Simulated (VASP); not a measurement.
# CdTe in VASP: single point with PBEsol

Aim: the single point of CdTe with PBEsol.

Program: VASP 6.6.1. These are calculated values, not measurements. Logs are shortened: lines on timing, memory, paths and dates and some standing lists are left out, and cuts for length are marked.

## (1) The cell of the first run

The cell holds a slab with vacuum, 10 atoms: a = 4.589 Å, b = 6.489 Å, c = 24.177 Å, α = 90.00°, β = 90.00°, γ = 90.00°.

## (2) Single point, PBEsol

Contents of INCAR:

```
  PREC = Accurate
  ENCUT = 520
  EDIFF = 1E-7
  ISMEAR = 0
  SIGMA = 0.05
  LREAL = F
  LASPH = T
  NELM = 60
  ALGO = Normal
  ISIF = 2
  LWAVE = F
  LCHARG = T
  LDIPOL = T
  IDIPOL = 3
  DIPOL = 0.5 0.5 0.500
  GGA = PS
  LELF = T
  LVHAR = T
  LVACPOTAV = T
  NBANDS = 56
```

Contents of KPOINTS:

```
regular mesh
0
Gamma
  6 4 1
```

Contents of POSCAR:

```
CdTe
1.0
    4.5886582961      0.0000000000      0.0000000000
    0.0000000000      6.4893427954      0.0000000000
    0.0000000000      0.0000000000     24.1773165921
Cd Te
5 5
Direct
    0.5000000000      0.4441094375      0.3346723255
    0.0000000000      0.0256942440      0.4011875832
    0.5000000000      0.5155640499      0.5000042708
    0.0000000000      0.0257384666      0.5988234398
    0.5000000000      0.4441982276      0.6653338757
    0.0000000000      0.2433654982      0.3018666920
    0.5000000000      0.7725157290      0.4066877492
    0.0000000000      0.2628052601      0.4999944812
    0.5000000000      0.7725664378      0.5933004738
    0.0000000000      0.2434426493      0.6981291087
```

Potentials or basis: VASP PAW PBE potentials, release 64 (Cd, Te).

Run with:

```
$ cat potpaw_PBE.64/Cd/POTCAR potpaw_PBE.64/Te/POTCAR > POTCAR
$ mpirun -np 1 vasp_std > vasp.out
```

OUTCAR:

```text
PREC = Accurate
   ENCUT = 520
   EDIFF = 1E-7
   ISMEAR = 0
   LREAL = F
   LASPH = T
   NELM = 60
   ISIF = 2
   GGA = PS

 ion  position               nearest neighbor table
   1  0.500  0.444  0.335-   7 2.75   6 2.76   6 2.76
   2  0.000  0.026  0.401-   6 2.79   7 2.83   7 2.83   8 2.84
   3  0.500  0.516  0.500-   9 2.81   7 2.81   8 2.82   8 2.82
   4  0.000  0.026  0.599-  10 2.79   9 2.83   9 2.83   8 2.84
   5  0.500  0.444  0.665-   9 2.75  10 2.75  10 2.75
   6  0.000  0.243  0.302-   1 2.76   1 2.76   2 2.79
   7  0.500  0.773  0.407-   1 2.75   3 2.81   2 2.83   2 2.83
   8  0.000  0.263  0.500-   3 2.82   3 2.82   2 2.84   4 2.84
   9  0.500  0.773  0.593-   5 2.75   3 2.81   4 2.83   4 2.83
  10  0.000  0.243  0.698-   5 2.75   5 2.75   4 2.79

  LATTYP: Found a simple orthorhombic cell.
 ALAT       =     4.5886582961
 B/A-ratio  =     1.4142135624
 C/A-ratio  =     5.2689293977

  Lattice vectors:

 A1 = (   4.5886582961,   0.0000000000,   0.0000000000)
 A2 = (   0.0000000000,   6.4893427954,   0.0000000000)
 A3 = (   0.0000000000,   0.0000000000,  24.1773165921)

Analysis of symmetry for initial positions (statically):
=====================================================================
 Subroutine PRICEL returns:
 Original cell was already a primitive cell.

 Routine SETGRP: Setting up the symmetry group for a
 simple orthorhombic supercell.

 Subroutine GETGRP returns: Found  2 space group operations
 (whereof  2 operations were pure point group operations)
 out of a pool of  8 trial point group operations.

The static configuration has the point symmetry C_1h.

Analysis of symmetry for dynamics (positions and initial velocities):
=====================================================================
 Subroutine PRICEL returns:
 Original cell was already a primitive cell.

 Routine SETGRP: Setting up the symmetry group for a
 simple orthorhombic supercell.

 Subroutine GETGRP returns: Found  2 space group operations
 (whereof  2 operations were pure point group operations)
 out of a pool of  8 trial point group operations.

The dynamic configuration has the point symmetry C_1h.

 Subroutine INISYM returns: Found  2 space group operations
 (whereof  2 operations are pure point group operations),
 and found     1 'primitive' translations

----------------------------------------------------------------------------------------

                                     Primitive cell

  volume of cell :     719.9371

  direct lattice vectors                    reciprocal lattice vectors
     4.588658296  0.000000000  0.000000000     0.217928627  0.000000000  0.000000000
     0.000000000  6.489342795  0.000000000     0.000000000  0.154098810  0.000000000
     0.000000000  0.000000000 24.177316592     0.000000000  0.000000000  0.041361083

  length of vectors
     4.588658296  6.489342795 24.177316592     0.217928627  0.154098810  0.041361083

  position of ions in fractional coordinates (direct lattice)
     0.500000000  0.444109438  0.334672326
     0.000000000  0.025694244  0.401187583
     0.500000000  0.515564050  0.500004271
     0.000000000  0.025738467  0.598823440
     0.500000000  0.444198228  0.665333876
     0.000000000  0.243365498  0.301866692
     0.500000000  0.772515729  0.406687749
     0.000000000  0.262805260  0.499994481
     0.500000000  0.772566438  0.593300474
     0.000000000  0.243442649  0.698129109

  ion indices of the primitive-cell ions
   primitive index   ion index
                 1           1
                 2           2
                 3           3
                 4           4
                 5           5
                 6           6
                 7           7
                 8           8
                 9           9
                10          10

----------------------------------------------------------------------------------------

 KPOINTS: regular mesh

Automatic generation of k-mesh.
 Grid dimensions read from file:
 generate k-points for:    6    4    1

 Generating k-lattice:

  Cartesian coordinates                     Fractional coordinates (reciprocal lattice)
     0.036321438  0.000000000  0.000000000     0.166666667  0.000000000  0.000000000
     0.000000000  0.038524702  0.000000000     0.000000000  0.250000000  0.000000000
     0.000000000  0.000000000  0.041361083     0.000000000  0.000000000  1.000000000

  Length of vectors
     0.036321438  0.038524702  0.041361083

  Shift w.r.t. Gamma in fractional coordinates (k-lattice)
     0.000000000  0.000000000  0.000000000

 Subroutine IBZKPT returns following result:
 ===========================================

 Found     12 irreducible k-points:

 Following reciprocal coordinates:
            Coordinates               Weight
  0.000000  0.000000  0.000000      1.000000
  0.166667  0.000000  0.000000      2.000000
  0.333333  0.000000  0.000000      2.000000
  0.500000  0.000000  0.000000      1.000000
  0.000000  0.250000  0.000000      2.000000
  0.166667  0.250000  0.000000      4.000000
  0.333333  0.250000  0.000000      4.000000
  0.500000  0.250000  0.000000      2.000000
  0.000000  0.500000  0.000000      1.000000
  0.166667  0.500000  0.000000      2.000000
  0.333333  0.500000  0.000000      2.000000
  0.500000  0.500000  0.000000      1.000000
   k-points           NKPTS =     12   k-points in BZ     NKDIM =     12   number of bands    NBANDS=     56
   number of dos      NEDOS =    301   number of ions     NIONS =     10
   total plane-waves  NPLWV = 311040
   dimension x,y,z NGX =    36 NGY =   48 NGZ =  180
   dimension x,y,z NGXF=    72 NGYF=   96 NGZF=  360
   ions per type =               5   5
   NGX,Y,Z   is equivalent  to a cutoff of  13.04, 12.30, 12.38 a.u.
   NGXF,Y,Z  is equivalent  to a cutoff of  26.09, 24.59, 24.75 a.u.
 SYSTEM =  unknown system
   PREC   = accura    normal or accurate (medium, high low for compatibility)
   ISTART =      0    job   : 0-new  1-cont  2-samecut
   ICHARG =      2    charge: 1-file 2-atom 10-const
   ISPIN  =      1    spin polarized calculation?
   LNONCOLLINEAR =      F non collinear calculations
   LSORBIT =      F    spin-orbit coupling
   LASPH  =      T    aspherical Exc in radial PAW
   ENCUT  =  520.0 eV  38.22 Ry    6.18 a.u.   8.53 12.07 44.95*2*pi/ulx,y,z
   NELM   =     60;   NELMIN=  2; NELMDL= -5     # of ELM steps
   EDIFF  = 0.1E-06   stopping-criterion for ELM
   LREAL  =      F    real-space projection
   EDIFFG = 0.1E-05   stopping-criterion for IOM
   NSW    =      0    number of steps for IOM
   IBRION =     -1    ionic relax: 0-MD 1-quasi-New 2-CG
   NFREE  =      0    steps in history (QN), initial steepest desc. (CG)
   ISIF   =      2    stress and relaxation
   ISYM   =      2    0-nonsym 1-usesym 2-fastsym
   POTIM  = 0.5000    time-step for ionic-motion
   TEBEG  =    0.0;   TEEND  =   0.0 temperature during run
   PSTRESS=    0.0 pullay stress
   NELECT =      90.0000    total number of electrons
   NUPDOWN=      -1.0000    fix difference up-down
   EMIN   =  10.00;   EMAX   =-10.00  energy-range for DOS
   EFERMI =   0.00;   METHOD = LEGACY
   ISMEAR =     0;   SIGMA  =   0.05  broadening in eV -4-tet -1-fermi 0-gaus
   EFERMI_NEDOS =   21; number of points for ismear=-14 and -15
   IALGO  =     38    algorithm
   IMIX   =      4    mixing-type and parameters
     AMIX     =   0.40;   BMIX     =  1.00
     AMIX_MAG =   1.60;   BMIX_MAG =  1.00
  volume/ion in A,a.u.               =      71.99       485.84
  Fermi-wavevector in a.u.,A,eV,Ry     =   0.818573  1.546879  9.116747  0.670062
  Thomas-Fermi vector in A             =   1.929224
   LORBIT       =      0    0 simple, 1 ext, 2 COOP (PROOUT), +10 PAW based schemes
   GGA     = PS    functional components
   LHFCALC =     F    Hartree Fock is set to
   AEXX    =    0.0000 exact exchange contribution
   IVDW    =     0    specifies the selected vdW correction
   LEPSILON=     F    determine dielectric tensor
   LRPA    =     F    only Hartree local field effects (RPA)
 non-spin polarized calculation
 Gauss-broadening in eV      SIGMA  =   0.05
  energy-cutoff  :      520.00
  volume of cell :      719.94
 maximum number of plane-waves:     19456
 NGX is ok and might be reduce to    36
   NGX = 17   NGY = 25   NGZ = 89

 dipolmoment           0.000000      0.000000      0.000000 electrons x Angstroem

 number of electron      90.0000002 magnetization

 dipolmoment           0.000000      0.000000     -0.000160 electrons x Angstroem

 Free energy of the ion-electron system (eV)
  ---------------------------------------------------
  ext. energy  EPLUGINS =         0.00000000
  ---------------------------------------------------
  free energy    TOTEN  =       -26.42036200 eV

  energy without entropy =      -26.42036200  energy(sigma->0) =      -26.42036200

 E-fermi :  -1.5063     XC(G=0):  -4.6148

 val. band max:       -1.7354522379   @ k =   0.0000   0.0000   0.0000
 cond. band min:      -0.4350449204   @ k =   0.0000   0.0000   0.0000
 fundamental gap:      1.3004073175
 Fermi energy:        -1.5062993492

 k-point     1 :       0.0000    0.0000    0.0000
  band No.  band energies     occupation
      1     -12.8310      2.00000
      2     -12.6483      2.00000
      3     -12.3895      2.00000
      4     -12.2227      2.00000
      5     -12.2150      2.00000
      6      -9.9845      2.00000
[... 48 lines left out ...]
     55       2.9990      0.00000
     56       3.0179      0.00000

 k-point     2 :       0.1667    0.0000    0.0000
  band No.  band energies     occupation
      1     -12.7674      2.00000
      2     -12.6018      2.00000
      3     -12.3735      2.00000
      4     -12.2018      2.00000
      5     -12.1947      2.00000
      6      -9.9643      2.00000
[... 583 lines left out ...]
  band No.  band energies     occupation
      1     -12.5246      2.00000
      2     -12.4571      2.00000
      3     -12.3776      2.00000
      4     -12.1371      2.00000
      5     -12.1295      2.00000
      6      -9.9340      2.00000
[... 48 lines left out ...]
     55       3.3197      0.00000
     56       3.5630      0.00000

------------------------ aborting loop because EDIFF is reached ----------------------------------------

  FORCE on cell =-STRESS in cart. coord.  units (eV):
  Direction    XX          YY          ZZ          XY          YZ          ZX
  --------------------------------------------------------------------------------------
  -------------------------------------------------------------------------------------
  Total       -0.7927659      0.0058515      0.5248818      0.0000000      0.0022243      0.0000000
  in kB       -1.7642536      0.0130222      1.1680933      0.0000000      0.0049500      0.0000000
  external PRESSURE =      -0.1943794 kB  Pullay stress =       0.0000000 kB

 VOLUME and BASIS-vectors are now :
 -----------------------------------------------------------------------------
  energy-cutoff  :      520.00
  volume of cell :      719.94
      direct lattice vectors                 reciprocal lattice vectors
     4.588658296  0.000000000  0.000000000     0.217928627  0.000000000  0.000000000
     0.000000000  6.489342795  0.000000000     0.000000000  0.154098810  0.000000000
     0.000000000  0.000000000 24.177316592     0.000000000  0.000000000  0.041361083

 POSITION                                       TOTAL-FORCE (eV/Angst)
 -----------------------------------------------------------------------------------
      2.29433      2.88198      8.09148         0.000000     -0.007532     -0.012274
      0.00000      0.16674      9.69964         0.000000     -0.015253      0.015848
      2.29433      3.34567     12.08876         0.000000      0.004284     -0.000933
      0.00000      0.16703     14.47794         0.000000     -0.015065     -0.017708
      2.29433      2.88255     16.08599         0.000000     -0.007121      0.011404
      0.00000      1.57928      7.29833         0.000000      0.001111     -0.046852
      2.29433      5.01312      9.83262         0.000000      0.025969     -0.013924
      0.00000      1.70543     12.08852         0.000000     -0.013434      0.001145
      2.29433      5.01345     14.34441         0.000000      0.025914      0.015329
      0.00000      1.57978     16.87889         0.000000      0.001127      0.047966
 -----------------------------------------------------------------------------------
    total drift:                                0.000000     -0.001081     -0.000010

  FREE ENERGIE OF THE ION-ELECTRON SYSTEM (eV)
  ---------------------------------------------------
  free  energy   TOTEN  =       -26.4203619982 eV

  energy  without entropy=      -26.4203619982  energy(sigma->0) =      -26.42036200

 vacuum level on the upper side and lower side of the slab         3.510         3.511
```

Wall time 12 min (1 thread of Intel Xeon Platinum 8488C (Sapphire Rapids), shared host); peak memory 0.83 GiB.

Results:

```yaml
Free_energy: -26.4204 eV
Largest_force: 0.048 eV/Å
Band_gap_on_the_k_mesh: 1.30 eV
```

Forces on the atoms (eV/Å):
```
Cd   0.000 -0.008 -0.012
Cd   0.000 -0.015  0.016
Cd   0.000  0.004 -0.001
Cd   0.000 -0.015 -0.018
Cd   0.000 -0.007  0.011
Te   0.000  0.001 -0.047
Te   0.000  0.026 -0.014
Te   0.000 -0.013  0.001
Te   0.000  0.026  0.015
Te   0.000  0.001  0.048
```

Caveat: the PAW data sets were made with another functional, which shifts forces and pressure a little; spin-orbit coupling is left out, which moves the levels of the heavy elements.
